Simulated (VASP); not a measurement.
# BeS (Pnma) in VASP: single point with PBE

Aim: the single point of BeS with PBE.

Everything below comes from runs of VASP 6.6.1. Logs are shortened: lines on timing, memory, paths and dates and some standing lists are left out, and cuts for length are marked.

## (1) The cell of the first run

The structure is orthorhombic, space group Pnma (No. 62). The conventional cell has a = 6.209 Å, b = 3.495 Å, c = 5.957 Å, α = 90.00°, β = 90.00°, γ = 90.00°. Within 2.8 Å of Be (site symmetry m) lie 4 S at 2.09 to 2.15 Å and 2 Be at 2.75 Å. Within 2.8 Å of S (site symmetry m) lie 4 Be at 2.09 to 2.15 Å.

## (2) Single point, PBE

Contents of POSCAR:

```
BeS
1.0
    6.2094191658      0.0000000000      0.0000000000
    0.0000000000      3.4952936425      0.0000000000
    0.0000000000      0.0000000000      5.9567076928
Be S
4 4
Direct
    0.8529453759      0.7500000000      0.4098079008
    0.6470546241      0.2500000000      0.9098079008
    0.3529453759      0.7500000000      0.0901920992
    0.1470546241      0.2500000000      0.5901920992
    0.8001920210      0.2500000000      0.5979687868
    0.6998079790      0.7500000000      0.0979687868
    0.3001920210      0.2500000000      0.9020312132
    0.1998079790      0.7500000000      0.4020312132
```

Contents of INCAR.step1:

```
SYSTEM = BeS
PREC     = Accurate       ! precision mode
ENCUT    = 520            ! plane-wave cutoff, eV
EDIFF    = 1E-6           ! SCF threshold, eV
ISMEAR   = 0              ! smearing method
SIGMA    = 0.02           ! smearing width, eV
LREAL    = .False.        ! projectors in reciprocal space
LASPH    = .True.         ! aspherical terms in the spheres
NELM     = 100            ! most SCF steps
ALGO     = Normal         ! electronic algorithm
ISIF     = 2              ! what is computed and relaxed
LWAVE    = .False.        ! write WAVECAR
LCHARG   = .True.         ! write CHGCAR
GGA      = PE             ! functional
NBANDS   = 26             ! bands
```

Contents of KPOINTS.step1:

```
Automatic mesh
0
Gamma
  4 6 4
  0 0 0
```

Contents of INCAR.step2:

```
SYSTEM = BeS
PREC     = Accurate       ! precision mode
ENCUT    = 520            ! plane-wave cutoff, eV
EDIFF    = 1E-6           ! SCF threshold, eV
ISMEAR   = -5             ! smearing method
SIGMA    = 0.02           ! smearing width, eV
LREAL    = .False.        ! projectors in reciprocal space
LASPH    = .True.         ! aspherical terms in the spheres
NELM     = 100            ! most SCF steps
ALGO     = Normal         ! electronic algorithm
ISIF     = 2              ! what is computed and relaxed
LWAVE    = .False.        ! write WAVECAR
LCHARG   = .False.        ! write CHGCAR
GGA      = PE             ! functional
LORBIT   = 10             ! projections on sites
NEDOS    = 1001           ! points of the DOS
ICHARG   = 11             ! starting density
```

Contents of KPOINTS.step2:

```
Automatic mesh
0
Gamma
  6 9 6
  0 0 0
```

Potentials or basis: VASP PAW PBE potentials, release 64 (Be, S).

Launch:

```sh
$ cat potpaw_PBE.64/Be/POTCAR potpaw_PBE.64/S/POTCAR > POTCAR
$ cp INCAR.step1 INCAR
$ cp KPOINTS.step1 KPOINTS
$ mpirun -np 1 vasp_std > vasp.out
$ cp INCAR.step2 INCAR
$ cp KPOINTS.step2 KPOINTS
$ mpirun -np 1 vasp_std > vasp.out
```

OUTCAR:

```text
SYSTEM = BeS
   PREC = Accurate
   ENCUT = 520
   EDIFF = 1E-6
   ISMEAR = -5
   LREAL = .False.
   LASPH = .True.
   NELM = 100
   ISIF = 2
   GGA = PE
   LORBIT = 10
   ICHARG = 11

 ion  position               nearest neighbor table
   1  0.853  0.750  0.410-   6 2.09   5 2.10   5 2.10   8 2.15
   2  0.647  0.250  0.910-   5 2.09   6 2.10   6 2.10   7 2.15
   3  0.353  0.750  0.090-   8 2.09   7 2.10   7 2.10   6 2.15
   4  0.147  0.250  0.590-   7 2.09   8 2.10   8 2.10   5 2.15
   5  0.800  0.250  0.598-   2 2.09   1 2.10   1 2.10   4 2.15
   6  0.700  0.750  0.098-   1 2.09   2 2.10   2 2.10   3 2.15
   7  0.300  0.250  0.902-   4 2.09   3 2.10   3 2.10   2 2.15
   8  0.200  0.750  0.402-   3 2.09   4 2.10   4 2.10   1 2.15

  LATTYP: Found a simple orthorhombic cell.
 ALAT       =     3.4952936425
 B/A-ratio  =     1.7042080872
 C/A-ratio  =     1.7765085858

  Lattice vectors:

 A1 = (   0.0000000000,   3.4952936425,   0.0000000000)
 A2 = (   0.0000000000,   0.0000000000,   5.9567076928)
 A3 = (   6.2094191658,   0.0000000000,   0.0000000000)

Analysis of symmetry for initial positions (statically):
=====================================================================
 Subroutine PRICEL returns:
 Original cell was already a primitive cell.

 Routine SETGRP: Setting up the symmetry group for a
 simple orthorhombic supercell.

 Subroutine GETGRP returns: Found  8 space group operations
 (whereof  2 operations were pure point group operations)
 out of a pool of  8 trial point group operations.

The static configuration has the point symmetry S_2 .
 The point group associated with its full space group is D_2h.

Analysis of symmetry for dynamics (positions and initial velocities):
=====================================================================
 Subroutine PRICEL returns:
 Original cell was already a primitive cell.

 Routine SETGRP: Setting up the symmetry group for a
 simple orthorhombic supercell.

 Subroutine GETGRP returns: Found  8 space group operations
 (whereof  2 operations were pure point group operations)
 out of a pool of  8 trial point group operations.

The dynamic configuration has the point symmetry S_2 .
 The point group associated with its full space group is D_2h.

 Subroutine INISYM returns: Found  8 space group operations
 (whereof  2 operations are pure point group operations),
 and found     1 'primitive' translations

----------------------------------------------------------------------------------------

                                     Primitive cell

  volume of cell :     129.2829

  direct lattice vectors                    reciprocal lattice vectors
     6.209419166  0.000000000  0.000000000     0.161045659  0.000000000  0.000000000
     0.000000000  3.495293643  0.000000000     0.000000000  0.286098995  0.000000000
     0.000000000  0.000000000  5.956707693     0.000000000  0.000000000  0.167877971

  length of vectors
     6.209419166  3.495293643  5.956707693     0.161045659  0.286098995  0.167877971

  position of ions in fractional coordinates (direct lattice)
     0.852945376  0.750000000  0.409807901
     0.647054624  0.250000000  0.909807901
     0.352945376  0.750000000  0.090192099
     0.147054624  0.250000000  0.590192099
     0.800192021  0.250000000  0.597968787
     0.699807979  0.750000000  0.097968787
     0.300192021  0.250000000  0.902031213
     0.199807979  0.750000000  0.402031213

  ion indices of the primitive-cell ions
   primitive index   ion index
                 1           1
                 2           2
                 3           3
                 4           4
                 5           5
                 6           6
                 7           7
                 8           8

----------------------------------------------------------------------------------------

 KPOINTS: Automatic mesh

Automatic generation of k-mesh.
 Grid dimensions read from file:
 generate k-points for:    6    9    6

 Generating k-lattice:

  Cartesian coordinates                     Fractional coordinates (reciprocal lattice)
     0.026840943  0.000000000  0.000000000     0.166666667  0.000000000  0.000000000
     0.000000000  0.031788777  0.000000000     0.000000000  0.111111111  0.000000000
     0.000000000  0.000000000  0.027979662     0.000000000  0.000000000  0.166666667

  Length of vectors
     0.026840943  0.031788777  0.027979662

  Shift w.r.t. Gamma in fractional coordinates (k-lattice)
     0.000000000  0.000000000  0.000000000

 TETIRR: Found    972 inequivalent tetrahedra from     1944

 Subroutine IBZKPT returns following result:
 ===========================================

 Found     80 irreducible k-points:

 Following reciprocal coordinates:
            Coordinates               Weight
  0.000000  0.000000  0.000000      1.000000
  0.166667  0.000000  0.000000      2.000000
  0.333333  0.000000  0.000000      2.000000
  0.500000  0.000000  0.000000      1.000000
  0.000000  0.111111  0.000000      2.000000
  0.166667  0.111111  0.000000      4.000000
[... 16 lines left out ...]
  0.333333  0.000000  0.166667      4.000000
  0.500000  0.000000  0.166667      2.000000
 [... further k-points ...]
   k-points           NKPTS =     80   k-points in BZ     NKDIM =     80   number of bands    NBANDS=     21
   number of dos      NEDOS =   1001   number of ions     NIONS =      8
   total plane-waves  NPLWV =  64512
   dimension x,y,z NGX =    48 NGY =   28 NGZ =   48
   dimension x,y,z NGXF=    96 NGYF=   56 NGZF=   96
   ions per type =               4   4
   NGX,Y,Z   is equivalent  to a cutoff of  12.85, 13.32, 13.40 a.u.
   NGXF,Y,Z  is equivalent  to a cutoff of  25.70, 26.64, 26.79 a.u.
 SYSTEM =  BeS
   PREC   = accura    normal or accurate (medium, high low for compatibility)
   ISTART =      0    job   : 0-new  1-cont  2-samecut
   ICHARG =     11    charge: 1-file 2-atom 10-const
   ISPIN  =      1    spin polarized calculation?
   LNONCOLLINEAR =      F non collinear calculations
   LSORBIT =      F    spin-orbit coupling
   LASPH  =      T    aspherical Exc in radial PAW
   ENCUT  =  520.0 eV  38.22 Ry    6.18 a.u.  11.55  6.50 11.08*2*pi/ulx,y,z
   NELM   =    100;   NELMIN=  2; NELMDL=  0     # of ELM steps
   EDIFF  = 0.1E-05   stopping-criterion for ELM
   LREAL  =      F    real-space projection
   EDIFFG = 0.1E-04   stopping-criterion for IOM
   NSW    =      0    number of steps for IOM
   IBRION =     -1    ionic relax: 0-MD 1-quasi-New 2-CG
   NFREE  =      0    steps in history (QN), initial steepest desc. (CG)
   ISIF   =      2    stress and relaxation
   ISYM   =      2    0-nonsym 1-usesym 2-fastsym
   POTIM  = 0.5000    time-step for ionic-motion
   TEBEG  =    0.0;   TEEND  =   0.0 temperature during run
   PSTRESS=    0.0 pullay stress
   NELECT =      32.0000    total number of electrons
   NUPDOWN=      -1.0000    fix difference up-down
   EMIN   =  10.00;   EMAX   =-10.00  energy-range for DOS
   EFERMI =   0.00;   METHOD = LEGACY
   ISMEAR =    -5;   SIGMA  =   0.02  broadening in eV -4-tet -1-fermi 0-gaus
   EFERMI_NEDOS =   21; number of points for ismear=-14 and -15
   IALGO  =     38    algorithm
   IMIX   =      4    mixing-type and parameters
     AMIX     =   0.40;   BMIX     =  1.00
     AMIX_MAG =   1.60;   BMIX_MAG =  1.00
  volume/ion in A,a.u.               =      16.16       109.06
  Fermi-wavevector in a.u.,A,eV,Ry     =   1.027885  1.942421 14.375201  1.056547
  Thomas-Fermi vector in A             =   2.161853
   LORBIT       =     10    0 simple, 1 ext, 2 COOP (PROOUT), +10 PAW based schemes
   GGA     = PE    functional components
   LHFCALC =     F    Hartree Fock is set to
   AEXX    =    0.0000 exact exchange contribution
   IVDW    =     0    specifies the selected vdW correction
   LEPSILON=     F    determine dielectric tensor
   LRPA    =     F    only Hartree local field effects (RPA)
 non-spin polarized calculation
 Fermi weights with tetrahedron method with Bloechl corrections
  energy-cutoff  :      520.00
  volume of cell :      129.28
 maximum number of plane-waves:      3506
 NGX is ok and might be reduce to    48

 number of electron      31.9999998 magnetization

 Free energy of the ion-electron system (eV)
  ---------------------------------------------------
  ext. energy  EPLUGINS =         0.00000000
  ---------------------------------------------------
  free energy    TOTEN  =       -39.27377117 eV

  energy without entropy =      -39.27377117  energy(sigma->0) =      -39.27377117

 E-fermi :   2.8767     XC(G=0):  -9.0214

 val. band max:        2.8570654903   @ k =   0.0000   0.0000   0.0000
 cond. band min:       6.8462211034   @ k =   0.0000   0.4444   0.0000
 fundamental gap:      3.9891556131
 Fermi energy:         2.8766728147

 k-point     1 :       0.0000    0.0000    0.0000
  band No.  band energies     occupation
      1     -10.4632      2.00000
      2      -9.3192      2.00000
      3      -9.0297      2.00000
      4      -8.4724      2.00000
      5      -2.3552      2.00000
      6      -1.8220      2.00000
[... 13 lines left out ...]
     20       8.5323      0.00000
     21       8.7405      0.00000

 k-point     2 :       0.1667    0.0000    0.0000
  band No.  band energies     occupation
      1     -10.4122      2.00000
      2      -9.4850      2.00000
      3      -8.9106      2.00000
      4      -8.4894      2.00000
      5      -2.3196      2.00000
      6      -1.9949      2.00000
[... 13 lines left out ...]
     20       8.5984      0.00000
     21       8.7635      0.00000
[... 487 lines left out ...]
      5      -2.3041      2.00000
      6      -1.9074      2.00000
[... 13 lines left out ...]
     20       8.6392      0.00000
     21       8.8140      0.00000

 k-point    24 :       0.5000    0.0000    0.1667
  band No.  band energies     occupation
      1     -10.0052      2.00000
      2     -10.0052      2.00000
      3      -8.6906      2.00000
      4      -8.6906      2.00000
      5      -2.1391      2.00000
      6      -2.1391      2.00000
[... 13 lines left out ...]
     20       8.2805      0.00000
     21       8.8059      0.00000

 [... further k-points ...]
[... 5 lines left out ...]
  --------------------------------------------------------------------------------------
  -------------------------------------------------------------------------------------
  Total       -0.0059277     -0.0312094     -0.0009398      0.0000000     -0.0000000      0.0000000
  in kB       -0.0734604     -0.3867723     -0.0116462      0.0000000     -0.0000000      0.0000000
  external PRESSURE =      -0.1572929 kB  Pullay stress =       0.0000000 kB

 VOLUME and BASIS-vectors are now :
 -----------------------------------------------------------------------------
  energy-cutoff  :      520.00
  volume of cell :      129.28
      direct lattice vectors                 reciprocal lattice vectors
     6.209419166  0.000000000  0.000000000     0.161045659  0.000000000  0.000000000
     0.000000000  3.495293643  0.000000000     0.000000000  0.286098995  0.000000000
     0.000000000  0.000000000  5.956707693     0.000000000  0.000000000  0.167877971

 POSITION                                       TOTAL-FORCE (eV/Angst)
 -----------------------------------------------------------------------------------
      5.29630      2.62147      2.44111         0.006424     -0.000000      0.004278
      4.01783      0.87382      5.41946        -0.006424     -0.000000      0.004278
      2.19159      2.62147      0.53725         0.006424     -0.000000     -0.004278
      0.91312      0.87382      3.51560        -0.006424     -0.000000     -0.004278
      4.96873      0.87382      3.56193        -0.008005     -0.000000      0.002115
      4.34540      2.62147      0.58357         0.008005      0.000000      0.002115
      1.86402      0.87382      5.37314        -0.008005     -0.000000     -0.002115
      1.24069      2.62147      2.39478         0.008005      0.000000     -0.002115
 -----------------------------------------------------------------------------------
    total drift:                               -0.000000     -0.000000      0.000000

  FREE ENERGIE OF THE ION-ELECTRON SYSTEM (eV)
  ---------------------------------------------------
  free  energy   TOTEN  =       -39.2737711686 eV

  energy  without entropy=      -39.2737711686  energy(sigma->0) =      -39.27377117

 total charge

# of ion       s       p       d       tot
------------------------------------------
    1        0.377   0.624   0.000   1.001
    2        0.377   0.624   0.000   1.001
    3        0.377   0.624   0.000   1.001
    4        0.377   0.624   0.000   1.001
    5        1.306   2.526   0.000   3.832
    6        1.306   2.526   0.000   3.832
    7        1.306   2.526   0.000   3.832
    8        1.306   2.526   0.000   3.832
--------------------------------------------------
tot          6.732  12.600   0.000  19.332
```

It took 94 s on 1 thread of AMD EPYC 9R45 (Zen 5), shared host; peak memory 0.3 GiB.

Results:

```
Valence electrons inside the program's atomic spheres : Be 1.00; S 3.83
```
